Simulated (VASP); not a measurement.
Crystal: Mg3SeO.

```
Mg Se O
1.0
     4.33084    0.00000    0.00000
     0.00000    4.33084    0.00000
     0.00000    0.00000    4.32449
Mg Se O
3 1 1
Direct
  0.50000 0.00000 0.48536
  0.50000 0.50000 0.98504
  0.00000 0.50000 0.48536
  0.50000 0.50000 0.48507
  0.00000 0.00000 0.99676
```

* Program: VASP 6.6.1
* Task: relaxation of cell and atoms
* Functional: PBE
* Potentials or basis: VASP PAW PBE potentials, release 64 (Mg, Se, O)
* Cutoff: 600 eV
* k mesh: 4 × 4 × 4
* Occupations: gaussian, width 0.1 eV
* Spin: no spin polarisation

At the start: pressure 33.4 GPa; volume 16.22 Å³/atom.

Q: Where does the relaxation end?

A: Over 40 steps the energy falls by 1872.3 meV/atom and the volume is 22.24 Å³/atom (+37.1 %); space group P4mm (No. 99, to 0.05 Å).

Step by step:
```
step  energy change (eV)  largest force (eV/Å)  pressure (GPa)  volume (Å³)
   1              0.0000                0.1258           33.39        81.11
   2             -2.9637                0.1326           -0.68       127.62
   3             -2.9652                0.1336            0.60       122.76
   4             -2.9694                0.1330            0.00       124.99
   5             -2.9711                0.1573            0.00       124.99
   6             -2.9779                0.2260           -0.01       124.99
   7             -2.9983                0.3628            0.00       125.01
   8             -3.0664                0.6321            0.01       125.03
   9             -3.3077                1.1904            0.11       125.08
  10             -4.0896                2.7853           -0.01       125.18
  11             -4.8768                8.6319            2.77       125.37
  12             -4.9376                5.6668            1.00       125.29
  13             -5.0090                6.6940            1.60       125.32
  14             -5.0097                6.9375            1.74       125.33
  15             -5.0654                6.7371            1.61       125.36
  16             -5.2253                6.1611            1.25       125.46
  17             -5.5140                5.1161            0.54       125.65
  18             -5.9836                3.3998           -0.56       126.01
  19             -6.5953                1.5334           -2.03       126.65
  20             -7.0755                1.5568           -2.66       127.60
  21             -7.1181                1.7607           -2.48       127.80
  22             -7.1327                2.0019           -2.18       127.97
  23             -7.2842                2.0213           -2.01       126.94
  24             -7.7120                2.0623           -1.41       123.74
  25             -8.3951                2.0302            0.28       117.04
  26             -8.3780                2.7070            6.89       102.59
  27             -8.7230                2.2292            2.36       110.83
  28             -8.7303                2.3318            3.16       108.97
  29             -9.0187                1.8318           -0.12       112.11
  30             -9.0990                1.4599           -2.15       114.43
  31             -9.3141                0.6821           -0.89       111.58
  32             -9.3444                0.3695            0.08       110.10
  33             -9.3448                0.3176           -0.05       110.26
  34             -9.3508                0.1601            0.12       110.17
  35             -9.3543                0.1694            0.39       110.02
  36             -9.3584                0.1247            0.00       110.95
  37             -9.3593                0.1113           -0.28       111.65
  38             -9.3612                0.0543           -0.01       111.26
  39             -9.3613                0.0401            0.05       111.16
  40             -9.3617                0.0058           -0.02       111.22
```

Final structure:
```yaml
crystal:
  lattice:
    - [4.12704, 0.00000, 0.00000]
    - [0.00000, 4.12704, 0.00000]
    - [0.00000, 0.00000, 6.52961]
  atoms:
    - { symbol: Mg, position: [0.50000, 0.00000, 0.32102] }
    - { symbol: Mg, position: [0.50000, 0.50000, 0.94593] }
    - { symbol: Mg, position: [0.00000, 0.50000, 0.32102] }
    - { symbol: Se, position: [0.50000, 0.50000, 0.56702] }
    - { symbol: O, position: [0.00000, 0.00000, 0.28261] }
```

Caveat: the k points lie up to 0.38 Å⁻¹ apart in the final cell; the volume moved by over 15 % at a fixed basis, so the end points are rough.
